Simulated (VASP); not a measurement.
# SnSe in VASP: notebook, part 2 of 2

VASP 6.6.1. The steps go on from the part before.

**3. Single point, r2SCAN (strain +0.0875 x Voigt [1, -1, 0, 0, 0, 0])**

Input file POSCAR:

```
SnSe
1.0
    4.6611281199      0.0000000000      0.0000000000
    0.0000000000      3.9110615259      0.0000000000
    0.0000000000      0.0000000000     10.9898489716
Sn Se
2 2
Direct
    0.5000000000      0.0000000000      0.3713940265
    0.0000000000      0.5000000000      0.6286059735
    0.5000000000      0.0000000000      0.6150878825
    0.0000000000      0.5000000000      0.3849121175
```

Input file INCAR.step1:

```
SYSTEM = SnSe
  PREC = Accurate
  ENCUT = 520
  ISMEAR = 0
  SIGMA = 0.05
  LREAL = .False.
  LASPH = .True.
  NELM = 100
  NBANDS = 28
  GGA = PE
  ALGO = Normal
  EDIFF = 1E-4
  LWAVE = .True.
  LCHARG = .False.
```

Input file INCAR.step2:

```
SYSTEM = SnSe
  PREC = Accurate
  ENCUT = 520
  EDIFF = 1E-7
  ISMEAR = 0
  SIGMA = 0.05
  LREAL = .False.
  LASPH = .True.
  NELM = 100
  ALGO = Normal
  ISIF = 2
  LWAVE = .False.
  LCHARG = .False.
  METAGGA = R2SCAN
  LMIXTAU = .True.
  NBANDS = 28
  ISTART = 1
```

Input file KPOINTS:

```
regular mesh
0
Gamma
  6 6 4
  0 0 0
```

Potentials or basis: VASP PAW PBE potentials, release 64 (Sn_d, Se).

Launch:

```
cat potpaw_PBE.64/Sn_d/POTCAR potpaw_PBE.64/Se/POTCAR > POTCAR
cp INCAR.step1 INCAR
mpirun -np 1 vasp_std > vasp.out
cp INCAR.step2 INCAR
mpirun -np 1 vasp_std > vasp.out
```

OUTCAR:

```text
SYSTEM = SnSe
   PREC = Accurate
   ENCUT = 520
   EDIFF = 1E-7
   ISMEAR = 0
   LREAL = .False.
   LASPH = .True.
   NELM = 100
   ISIF = 2
   METAGGA = R2SCAN
   ISTART = 1

 ion  position               nearest neighbor table
   1  0.500  0.000  0.371-   3 2.68   4 3.05   4 3.05   4 3.05   4 3.05
   2  0.000  0.500  0.629-   4 2.68   3 3.05   3 3.05   3 3.05   3 3.05
   3  0.500  0.000  0.615-   1 2.68   2 3.05   2 3.05   2 3.05   2 3.05
   4  0.000  0.500  0.385-   2 2.68   1 3.05   1 3.05   1 3.05   1 3.05

  LATTYP: Found a simple orthorhombic cell.
 ALAT       =     3.9110615259
 B/A-ratio  =     1.1917808219
 C/A-ratio  =     2.8099401911

  Lattice vectors:

 A1 = (   0.0000000000,  -3.9110615259,   0.0000000000)
 A2 = (   4.6611281199,   0.0000000000,   0.0000000000)
 A3 = (   0.0000000000,   0.0000000000,  10.9898489716)

Analysis of symmetry for initial positions (statically):
=====================================================================
 Subroutine PRICEL returns:
 Original cell was already a primitive cell.

 Routine SETGRP: Setting up the symmetry group for a
 simple orthorhombic supercell.

[... 172 lines left out ...]

 E-fermi :   0.9786     XC(G=0):  -6.2394

 val. band max:        0.7014959004   @ k =   0.5000   0.0000   0.0000
 cond. band min:       1.4545443961   @ k =   0.0000   0.5000   0.0000
 fundamental gap:      0.7530484958
 Fermi energy:         0.9785527448

 k-point     1 :       0.0000    0.0000    0.0000
  band No.  band energies     occupation
      1     -21.3437      2.00000
      2     -21.3395      2.00000
      3     -21.3232      2.00000
      4     -21.3169      2.00000
      5     -21.2932      2.00000
      6     -21.2660      2.00000
[... 733 lines left out ...]
     27       6.9084      0.00000
     28       6.9084      0.00000

 [... further k-points ...]

------------------------ aborting loop because EDIFF is reached ----------------------------------------

  FORCE on cell =-STRESS in cart. coord.  units (eV):
  Direction    XX          YY          ZZ          XY          YZ          ZX
  --------------------------------------------------------------------------------------
  -------------------------------------------------------------------------------------
  Total       -2.1162309      2.4112010     -0.3801836      0.0000000      0.0000000      0.0000000
  in kB      -16.9237351     19.2826443     -3.0403708      0.0000000      0.0000000      0.0000000
  external PRESSURE =      -0.2271538 kB  Pullay stress =       0.0000000 kB

 VOLUME and BASIS-vectors are now :
 -----------------------------------------------------------------------------
  energy-cutoff  :      520.00
  volume of cell :      200.34
      direct lattice vectors                 reciprocal lattice vectors
     4.661128120  0.000000000  0.000000000     0.214540338  0.000000000  0.000000000
     0.000000000  3.911061526  0.000000000     0.000000000  0.255685060  0.000000000
     0.000000000  0.000000000 10.989848972     0.000000000  0.000000000  0.090993061

 POSITION                                       TOTAL-FORCE (eV/Angst)
 -----------------------------------------------------------------------------------
      2.33056      0.00000      4.08156         0.000000      0.000000      0.073782
      0.00000      1.95553      6.90828         0.000000      0.000000     -0.073782
      2.33056      0.00000      6.75972         0.000000      0.000000     -0.049862
      0.00000      1.95553      4.23013         0.000000      0.000000      0.049862
 -----------------------------------------------------------------------------------
    total drift:                                0.000000     -0.000000      0.000000

  FREE ENERGIE OF THE ION-ELECTRON SYSTEM (eV)
  ---------------------------------------------------
  free  energy   TOTEN  =       -79.3770323017 eV

  energy  without entropy=      -79.3770323017  energy(sigma->0) =      -79.37703230
```

OSZICAR.step1:

```text
N       E                     dE             d eps       ncg     rms          rms(c)
DAV:   1     0.344484161129E+03    0.34448E+03   -0.18673E+04  2808   0.146E+03
DAV:   2     0.311544614066E+02   -0.31333E+03   -0.30506E+03  2952   0.364E+02
DAV:   3    -0.143642474917E+02   -0.45519E+02   -0.44626E+02  3324   0.145E+02
DAV:   4    -0.165687172261E+02   -0.22045E+01   -0.21940E+01  3148   0.335E+01
DAV:   5    -0.166299605882E+02   -0.61243E-01   -0.61224E-01  3680   0.596E+00    0.456E+00
DAV:   6    -0.161000465432E+02    0.52991E+00   -0.11988E+00  3544   0.554E+00    0.281E+00
DAV:   7    -0.160764751431E+02    0.23571E-01   -0.33835E-01  3392   0.231E+00    0.126E+00
DAV:   8    -0.160653556043E+02    0.11120E-01   -0.37645E-02  3132   0.130E+00    0.254E-01
DAV:   9    -0.160609596289E+02    0.43960E-02   -0.75253E-03  3196   0.507E-01    0.128E-01
DAV:  10    -0.160592101459E+02    0.17495E-02   -0.32462E-03  2652   0.222E-01    0.477E-02
DAV:  11    -0.160597783131E+02   -0.56817E-03   -0.13524E-03  2444   0.141E-01    0.591E-02
DAV:  12    -0.160610515990E+02   -0.12733E-02   -0.49280E-04  2292   0.109E-01    0.171E-02
DAV:  13    -0.160611627206E+02   -0.11112E-03   -0.64143E-05  2076   0.552E-02    0.121E-02
DAV:  14    -0.160611667245E+02   -0.40039E-05   -0.20012E-05  2056   0.368E-02
   1 F= -.16061167E+02 E0= -.16061167E+02  d E =-.715952E-15
```

It took 31 min on 1 thread of Oxide Virtual Turin-like, shared host; peak memory 0.45 GiB.

Results:

```yaml
Free_energy: -79.3770 eV
Largest_force: 0.074 eV/Å
Band_gap_on_the_k_mesh: 0.75 eV (least direct gap 1.56 eV)
```

Forces in eV/Å, atoms in the order of the input:
```
Sn   0.000  0.000  0.074
Sn   0.000  0.000 -0.074
Se   0.000  0.000 -0.050
Se   0.000  0.000  0.050
```

Caveat: the cell differs from its parent crystal (strain +0.0875 x Voigt [1, -1, 0, 0, 0, 0]); there is no dipole correction, which matters where the two faces differ; semilocal functionals underestimate gaps, and a narrow one can read as zero; the PAW data sets were made with another functional, which shifts forces and pressure a little; spin-orbit coupling is left out, which moves the levels of the heavy elements.

**4. Single point, r2SCAN (strain -0.0500 x Voigt [1, -1, 0, 0, 0, 0])**

Edit POSCAR of step 3 so:

```diff
@@ -2,4 +2,4 @@
 1.0
-    4.6611281199      0.0000000000      0.0000000000
-    0.0000000000      3.9110615259      0.0000000000
+    4.0717900818      0.0000000000      0.0000000000
+    0.0000000000      4.5003995640      0.0000000000
     0.0000000000      0.0000000000     10.9898489716
```

Input file INCAR.step1:

```
SYSTEM = SnSe
  ALGO = Normal
  EDIFF = 1E-4
  ENCUT = 520
  GGA = PE
  ISMEAR = 0
  LASPH = .TRUE.
  LCHARG = .FALSE.
  LREAL = .FALSE.
  LWAVE = .TRUE.
  NBANDS = 28
  NELM = 60
  PREC = Accurate
  SIGMA = 0.05
```

Input file INCAR.step2:

```
SYSTEM = SnSe
  ALGO = Normal
  EDIFF = 1E-6
  ENCUT = 520
  ISIF = 2
  ISMEAR = 0
  ISTART = 1
  LASPH = .TRUE.
  LCHARG = .FALSE.
  LMIXTAU = .TRUE.
  LREAL = .FALSE.
  LWAVE = .FALSE.
  METAGGA = R2SCAN
  NBANDS = 28
  NELM = 60
  PREC = Accurate
  SIGMA = 0.05
```

Input file KPOINTS:

```
k-points
0
G
  6 6 4
  0 0 0
```

Launch:

```
cat potpaw_PBE.64/Sn_d/POTCAR potpaw_PBE.64/Se/POTCAR > POTCAR
cp INCAR.step1 INCAR
mpirun -np 1 vasp_std > vasp.out
cp INCAR.step2 INCAR
mpirun -np 1 vasp_std > vasp.out
```

Wall time 29 min (1 thread of Oxide Virtual Turin-like, shared host); peak memory 0.44 GiB.

The run converged. Its results:

```
Free energy            : -79.5098 eV
Largest force          : 0.016 eV/Å
Band gap on the k mesh : 1.21 eV (least direct gap 1.62 eV)
```

Forces in eV/Å, atoms in the order of the input:
```
Sn   0.000  0.000  0.016
Sn   0.000  0.000 -0.016
Se   0.000  0.000 -0.007
Se   0.000  0.000  0.007
```

Levels at points of the mesh, in eV from the valence-band top:
```csv
k point,band 17,band 18,band 19,band 20,band 21,band 22,band 23,band 24
"(0.00, 0.00, 0.00)",-2.76,-2.33,-1.46,-0.44,1.73,4.03,4.23,4.59
"(0.50, 0.00, 0.00)",-1.99,-1.99,-0.61,-0.61,1.21,1.21,1.86,1.86
"(0.00, 0.50, 0.00)",-1.43,-1.43,-0.04,-0.04,2.15,2.15,2.65,2.65
"(0.50, 0.50, 0.00)",-3.43,-3.43,-1.89,-1.89,3.90,3.90,4.87,4.87
"(0.00, 0.00, 0.50)",-2.76,-2.33,-1.46,-0.44,1.59,4.23,4.59,4.78
"(0.50, 0.00, 0.50)",-1.99,-1.99,-0.61,-0.61,1.21,1.21,1.86,1.86
"(0.00, 0.50, 0.50)",-1.43,-1.43,-0.04,-0.04,2.15,2.15,2.65,2.65
"(0.50, 0.50, 0.50)",-3.43,-3.43,-1.89,-1.89,3.87,3.87,4.87,4.87
```

Caveat: the cell differs from its parent crystal (strain -0.0500 x Voigt [1, -1, 0, 0, 0, 0]); there is no dipole correction, which matters where the two faces differ; the PAW data sets were made with another functional, which shifts forces and pressure a little; spin-orbit coupling is left out, which moves the levels of the heavy elements.

**5. Overview**

| cell | gap on the mesh (eV) | largest force (eV/Å) |
| --- | --- | --- |
| a = 3.857, b = 4.715, c = 10.990 Å, 4 atoms | 0.60 | 0.10 |
| a = 4.661, b = 3.911, c = 10.990 Å, 4 atoms | 0.75 | 0.07 |
| a = 4.072, b = 4.500, c = 10.990 Å, 4 atoms | 1.21 | 0.02 |

Alike in all rows: task single point; level r2SCAN; potentials or basis VASP PAW PBE potentials, release 64 (Sn_d, Se); no spin polarisation; k mesh 6 × 6 × 4; cutoff (eV) 520; smearing gaussian 0.05 eV.

Caveats: there is no dipole correction, which matters where the two faces differ; the PAW data sets were made with another functional, which shifts forces and pressure a little; spin-orbit coupling is left out, which moves the levels of the heavy elements; semilocal functionals underestimate gaps, and a narrow one can read as zero (at least some runs).

Absolute energies hang on the potentials; compare differences alone.
